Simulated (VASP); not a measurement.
# Ta4Mo (Im-3m) in VASP: a series of runs, part 2 of 2

VASP 6.6.1. Earlier steps stand in the parts before.

**5. Single point, PBE**

This run uses another cell than the first one, of 21.67 Å³/atom, 1.303 times its volume.

INCAR

```
SYSTEM = Ta4Mo
  PREC = Accurate
  ENCUT = 520
  EDIFF = 1E-7
  ISMEAR = 0
  SIGMA = 0.1
  LREAL = .FALSE.
  LASPH = .TRUE.
  NELM = 60
  ALGO = Fast
  ISIF = 2
  LWAVE = .FALSE.
  LCHARG = .FALSE.
  GGA = PE
  NBANDS = 37
```

KPOINTS

```
Automatic mesh
0
G
  10 10 10
  0 0 0
```

POSCAR

```
Ta4Mo
1.0
   -3.0032295290      3.0032295290      3.0032295290
    3.0032295290     -3.0032295290      3.0032295290
    3.0032295290      3.0032295290     -3.0032295290
Ta Mo
4 1
Direct
    0.0000000000      0.0000000000      0.5000000000
    0.0000000000      0.5000000000      0.0000000000
    0.5000000000      0.0000000000      0.0000000000
    0.5000000000      0.5000000000      0.5000000000
    0.0000000000      0.0000000000      0.0000000000
```

Potentials or basis: VASP PAW PBE potentials, release 64 (Ta_pv, Mo_sv).

Launch:

```console
$ cat potpaw_PBE.64/Ta_pv/POTCAR potpaw_PBE.64/Mo_sv/POTCAR > POTCAR
$ mpirun -np 1 vasp_std > vasp.out
```

OUTCAR:

```text
SYSTEM = Ta4Mo
   PREC = Accurate
   ENCUT = 520
   EDIFF = 1E-7
   ISMEAR = 0
   LREAL = .FALSE.
   LASPH = .TRUE.
   NELM = 60
   ISIF = 2
   GGA = PE

 ion  position               nearest neighbor table
   1  0.000  0.000  0.500-   5 2.60   5 2.60   4 3.00   2 3.00   3 3.00   2 3.00   3 3.00   4 3.00

   2  0.000  0.500  0.000-   5 2.60   5 2.60   4 3.00   1 3.00   3 3.00   1 3.00   4 3.00   3 3.00

   3  0.500  0.000  0.000-   5 2.60   5 2.60   4 3.00   1 3.00   4 3.00   2 3.00   1 3.00   2 3.00

   4  0.500  0.500  0.500-   5 2.60   5 2.60   3 3.00   1 3.00   3 3.00   2 3.00   1 3.00   2 3.00

   5  0.000  0.000  0.000-   1 2.60   2 2.60   3 2.60   4 2.60   1 2.60   2 2.60   3 2.60   4 2.60

  LATTYP: Found a body centered cubic cell.
 ALAT       =     6.0064590580

  Lattice vectors:

 A1 = (  -3.0032295290,   3.0032295290,   3.0032295290)
 A2 = (   3.0032295290,  -3.0032295290,   3.0032295290)
 A3 = (   3.0032295290,   3.0032295290,  -3.0032295290)

Analysis of symmetry for initial positions (statically):
=====================================================================
 Subroutine PRICEL returns:
 Original cell was already a primitive cell.

 Routine SETGRP: Setting up the symmetry group for a
 body centered cubic supercell.

 Subroutine GETGRP returns: Found 48 space group operations
 (whereof 48 operations were pure point group operations)
 out of a pool of 48 trial point group operations.

The static configuration has the point symmetry O_h .

Analysis of symmetry for dynamics (positions and initial velocities):
=====================================================================
 Subroutine PRICEL returns:
 Original cell was already a primitive cell.

 Routine SETGRP: Setting up the symmetry group for a
 body centered cubic supercell.

 Subroutine GETGRP returns: Found 48 space group operations
 (whereof 48 operations were pure point group operations)
 out of a pool of 48 trial point group operations.

The dynamic configuration has the point symmetry O_h .

 Subroutine INISYM returns: Found 48 space group operations
 (whereof 48 operations are pure point group operations),
 and found     1 'primitive' translations

----------------------------------------------------------------------------------------

                                     Primitive cell

  volume of cell :     108.3492

  direct lattice vectors                    reciprocal lattice vectors
    -3.003229529  3.003229529  3.003229529     0.000000000  0.166487441  0.166487441
     3.003229529 -3.003229529  3.003229529     0.166487441  0.000000000  0.166487441
     3.003229529  3.003229529 -3.003229529     0.166487441  0.166487441  0.000000000

  length of vectors
     5.201746131  5.201746131  5.201746131     0.235448797  0.235448797  0.235448797

  position of ions in fractional coordinates (direct lattice)
     0.000000000  0.000000000  0.500000000
     0.000000000  0.500000000  0.000000000
     0.500000000  0.000000000  0.000000000
     0.500000000  0.500000000  0.500000000
     0.000000000  0.000000000  0.000000000

  ion indices of the primitive-cell ions
   primitive index   ion index
                 1           1
                 2           2
                 3           3
[... 28 lines left out ...]

 Following reciprocal coordinates:
            Coordinates               Weight
  0.000000  0.000000  0.000000      1.000000
  0.100000  0.000000  0.000000     12.000000
  0.200000  0.000000  0.000000     12.000000
  0.300000  0.000000  0.000000     12.000000
  0.400000  0.000000  0.000000     12.000000
  0.500000  0.000000  0.000000      6.000000
[... 16 lines left out ...]
  0.300000  0.300000  0.100000      8.000000
 -0.300000  0.300000  0.100000     24.000000
 [... further k-points ...]
   k-points           NKPTS =     47   k-points in BZ     NKDIM =     47   number of bands    NBANDS=     37
   number of dos      NEDOS =    301   number of ions     NIONS =      5
   total plane-waves  NPLWV =  64000
   dimension x,y,z NGX =    40 NGY =   40 NGZ =   40
   dimension x,y,z NGXF=    80 NGYF=   80 NGZF=   80
   ions per type =               4   1
   NGX,Y,Z   is equivalent  to a cutoff of  12.78, 12.78, 12.78 a.u.
   NGXF,Y,Z  is equivalent  to a cutoff of  25.57, 25.57, 25.57 a.u.
 SYSTEM =  Ta4Mo
   PREC   = accura    normal or accurate (medium, high low for compatibility)
   ISTART =      0    job   : 0-new  1-cont  2-samecut
   ICHARG =      2    charge: 1-file 2-atom 10-const
   ISPIN  =      1    spin polarized calculation?
   LNONCOLLINEAR =      F non collinear calculations
   LSORBIT =      F    spin-orbit coupling
   LASPH  =      T    aspherical Exc in radial PAW
   ENCUT  =  520.0 eV  38.22 Ry    6.18 a.u.   9.67  9.67  9.67*2*pi/ulx,y,z
   NELM   =     60;   NELMIN=  2; NELMDL= -5     # of ELM steps
   EDIFF  = 0.1E-06   stopping-criterion for ELM
   LREAL  =      F    real-space projection
   EDIFFG = 0.1E-05   stopping-criterion for IOM
   NSW    =      0    number of steps for IOM
   IBRION =     -1    ionic relax: 0-MD 1-quasi-New 2-CG
   NFREE  =      0    steps in history (QN), initial steepest desc. (CG)
   ISIF   =      2    stress and relaxation
   ISYM   =      2    0-nonsym 1-usesym 2-fastsym
   POTIM  = 0.5000    time-step for ionic-motion
   TEBEG  =    0.0;   TEEND  =   0.0 temperature during run
   PSTRESS=    0.0 pullay stress
   NELECT =      58.0000    total number of electrons
   NUPDOWN=      -1.0000    fix difference up-down
   EMIN   =  10.00;   EMAX   =-10.00  energy-range for DOS
   EFERMI =   0.00;   METHOD = LEGACY
   ISMEAR =     0;   SIGMA  =   0.10  broadening in eV -4-tet -1-fermi 0-gaus
   EFERMI_NEDOS =   21; number of points for ismear=-14 and -15
   IALGO  =     68    algorithm
   IMIX   =      4    mixing-type and parameters
     AMIX     =   0.40;   BMIX     =  1.00
     AMIX_MAG =   1.60;   BMIX_MAG =  1.00
  volume/ion in A,a.u.               =      21.67       146.24
  Fermi-wavevector in a.u.,A,eV,Ry     =   1.329257  2.511932 24.040465  1.766924
  Thomas-Fermi vector in A             =   2.458433
   LORBIT       =      0    0 simple, 1 ext, 2 COOP (PROOUT), +10 PAW based schemes
   GGA     = PE    functional components
   LHFCALC =     F    Hartree Fock is set to
   AEXX    =    0.0000 exact exchange contribution
   IVDW    =     0    specifies the selected vdW correction
   LEPSILON=     F    determine dielectric tensor
   LRPA    =     F    only Hartree local field effects (RPA)
 non-spin polarized calculation
 RMM-DIIS sequential band-by-band and
 Gauss-broadening in eV      SIGMA  =   0.10
  energy-cutoff  :      520.00
  volume of cell :      108.35
 maximum number of plane-waves:      2932
   NGX = 19   NGY = 19   NGZ = 19

 number of electron      58.0000015 magnetization

 Free energy of the ion-electron system (eV)
  ---------------------------------------------------
  ext. energy  EPLUGINS =         0.00000000
  ---------------------------------------------------
  free energy    TOTEN  =       -52.30426016 eV

  energy without entropy =      -52.27447999  energy(sigma->0) =      -52.28937007

 E-fermi :   4.9311     XC(G=0): -11.4640

 val. band max:        4.9279558487   @ k =  -0.4000   0.4000   0.3000
 cond. band min:       4.9315180805   @ k =  -0.3000   0.4000   0.2000
 fundamental gap:      0.0035622319
 Fermi energy:         4.9311304853

 k-point     1 :       0.0000    0.0000    0.0000
  band No.  band energies     occupation
      1     -54.9411      2.00000
      2     -30.2939      2.00000
      3     -30.2939      2.00000
      4     -30.2939      2.00000
      5     -29.6068      2.00000
      6     -29.6068      2.00000
[... 949 lines left out ...]
     36       7.8281      0.00000
     37       8.2646      0.00000

 [... further k-points ...]

------------------------ aborting loop because EDIFF is reached ----------------------------------------

  FORCE on cell =-STRESS in cart. coord.  units (eV):
  Direction    XX          YY          ZZ          XY          YZ          ZX
  --------------------------------------------------------------------------------------
  -------------------------------------------------------------------------------------
  Total        0.0792988      0.0792988      0.0792988     -0.0000000     -0.0000000     -0.0000000
  in kB        1.1726042      1.1726042      1.1726042     -0.0000000     -0.0000000     -0.0000000
  external PRESSURE =       1.1726042 kB  Pullay stress =       0.0000000 kB

 VOLUME and BASIS-vectors are now :
 -----------------------------------------------------------------------------
  energy-cutoff  :      520.00
  volume of cell :      108.35
      direct lattice vectors                 reciprocal lattice vectors
    -3.003229529  3.003229529  3.003229529     0.000000000  0.166487441  0.166487441
     3.003229529 -3.003229529  3.003229529     0.166487441  0.000000000  0.166487441
     3.003229529  3.003229529 -3.003229529     0.166487441  0.166487441  0.000000000

 POSITION                                       TOTAL-FORCE (eV/Angst)
 -----------------------------------------------------------------------------------
      1.50161      1.50161     -1.50161        -0.000000     -0.000000     -0.000000
      1.50161     -1.50161      1.50161         0.000000     -0.000000     -0.000000
     -1.50161      1.50161      1.50161         0.000000      0.000000      0.000000
      1.50161      1.50161      1.50161        -0.000000      0.000000     -0.000000
      0.00000      0.00000      0.00000        -0.000000      0.000000      0.000000
 -----------------------------------------------------------------------------------
    total drift:                                0.000000     -0.000000      0.000000

  FREE ENERGIE OF THE ION-ELECTRON SYSTEM (eV)
  ---------------------------------------------------
  free  energy   TOTEN  =       -52.3042601591 eV

  energy  without entropy=      -52.2744799882  energy(sigma->0) =      -52.28937007
```

OSZICAR:

```text
N       E                     dE             d eps       ncg     rms          rms(c)
DAV:   1     0.598207883479E+03    0.59821E+03   -0.32114E+04  3478   0.159E+03
DAV:   2    -0.282709437695E+02   -0.62648E+03   -0.61317E+03  3783   0.480E+02
DAV:   3    -0.549198051246E+02   -0.26649E+02   -0.25755E+02  4570   0.870E+01
[... 12 lines left out ...]
RMM:  16    -0.523042583308E+02   -0.17507E-05   -0.20758E-05  4708   0.102E-02    0.636E-03
RMM:  17    -0.523042599957E+02   -0.16648E-05   -0.85179E-06  4052   0.465E-03    0.588E-03
RMM:  18    -0.523042601028E+02   -0.10716E-06   -0.31018E-06  3581   0.399E-03    0.324E-03
RMM:  19    -0.523042601538E+02   -0.50982E-07   -0.15566E-06  3241   0.201E-03    0.196E-03
RMM:  20    -0.523042601591E+02   -0.52478E-08   -0.66032E-07  3004   0.131E-03
   1 F= -.52304260E+02 E0= -.52289370E+02  d E =-.297802E-01
```

stdout:

```text
POSCAR found type information on POSCAR TaMo
 POSCAR found :  2 types and       5 ions
 scaLAPACK will be used
 LDA part: xc-table for (Slater+PW92), standard interpolation
 POSCAR, INCAR and KPOINTS ok, starting setup
 FFT: planning ... GRIDC
 FFT: planning ... GRID_SOFT
 FFT: planning ... GRID
 WAVECAR not read
 entering main loop
```

Wall time 3 min (1 thread of Intel Xeon 6975P-C (Granite Rapids), shared host); peak memory 0.34 GiB.

What came out:

| Property | Result |
| --- | --- |
| Free energy | -52.3043 eV |
| Pressure | 0.1 GPa |
| Band gap on the k mesh | zero (band 29 reaches 7.22 eV, above the bottom of band 30 at 4.44 eV) |

Caveat: spin-orbit coupling is left out, which moves the levels of the heavy elements.

**6. The runs side by side**

| task | cell | k mesh | cutoff (eV) | gap on the mesh (eV) | pressure (GPa) |
| --- | --- | --- | --- | --- | --- |
| single point | a = 4.762 Å, angles 109.5°, 5 atoms | 4 × 4 × 4 | 520 | none | 63.0 |
| single point | a = 5.212 Å, angles 109.5°, 5 atoms | 4 × 4 × 4 | 520 | none | 0.2 |
| relaxation of cell and atoms | relaxed from a = 4.762 Å, angles 109.5°, 5 atoms | 4 × 4 × 4 | 600 | none | 0.0 |
| single point | a = 5.202 Å, angles 109.5°, 5 atoms | 10 × 10 × 10 | 520 | none | 0.1 |

Alike in all rows: level PBE; potentials or basis VASP PAW PBE potentials, release 64 (Ta_pv, Mo_sv); no spin polarisation; smearing gaussian 0.1 eV.

Caveats: some runs use coarse meshes; spin-orbit coupling is left out, which moves the levels of the heavy elements; the volume moved by over 15 % at a fixed basis, so the end points are rough (some runs).

Total energies depend on the potentials used, so only differences within one code and one set of settings carry meaning.
